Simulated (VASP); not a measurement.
A run of VASP 6.6.1:

Contents of INCAR:

```
SYSTEM = HfBr
ALGO = Normal
EDIFF = 1E-6
ENCUT = 520
GGA = PE
ISIF = 2
ISMEAR = 0
LASPH = .True.
LCHARG = .True.
LELF = .True.
LREAL = .False.
LVHAR = .True.
LWAVE = .False.
NBANDS = 16
NELM = 100
PREC = Accurate
SIGMA = 0.1
```

The input KPOINTS:

```
k-points
0
Gamma
  16 16 16
  0 0 0
```

POSCAR

```
HfBr
1.0
    3.4557090796      0.0000000000      0.0000000000
    0.0000000000      3.4557090796      0.0000000000
    0.0000000000      0.0000000000      3.4557090796
Hf Br
1 1
Direct
    0.0000000000      0.0000000000      0.0000000000
    0.5000000000      0.5000000000      0.5000000000
```

Potentials or basis: VASP PAW PBE potentials, release 64 (Hf_pv, Br).

The run is started by

```sh
$ cat potpaw_PBE.64/Hf_pv/POTCAR potpaw_PBE.64/Br/POTCAR > POTCAR
$ mpirun -np 1 vasp_std > vasp.out
```

Hardware: 1 thread of Intel(R) Xeon(R) 6975P-C (Granite Rapids), with other jobs on the host.

**Question.** Estimate the wall time of this run.

**Answer.** Run time: 57 s on 1 thread of Intel(R) Xeon(R) 6975P-C (Granite Rapids), on a shared host, peak memory 0.25 GiB. Counts: scf iterations 12, k points 165.
